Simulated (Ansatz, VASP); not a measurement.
## SiC: VASP beside Ansatz

```
Si C
1.0
     0.00000    2.16025    2.16025
     2.16025    0.00000    2.16025
     2.16025    2.16025    0.00000
Si C
1 1
Direct
  0.00000 0.00000 0.00000
  0.25000 0.25000 0.25000
```

Alike in both runs: task single point; functional PBE; k mesh 18 × 18 × 18; occupations gaussian, width 0.05 eV; no spin polarisation.

|  | VASP | Ansatz |
| --- | --- | --- |
| version | VASP 6.6.1 | Ansatz 0.2.0 |
| potentials or method | VASP PAW PBE potentials, release 64 (Si, C), cutoff 520 eV | scalar-relativistic, plane waves, PAW |
| valence electrons in the cell | 8 | 8 |

Ansatz gave:

* gap on the k mesh at the Fermi level (eV): 1.34
* least direct gap on the mesh (eV): 4.57
* pressure (GPa): 9.4

Task: What did VASP give for the same quantities?

Result: gap on the k mesh at the Fermi level (eV): 1.33; least direct gap on the mesh (eV): 4.57; pressure (GPa): 9.3.
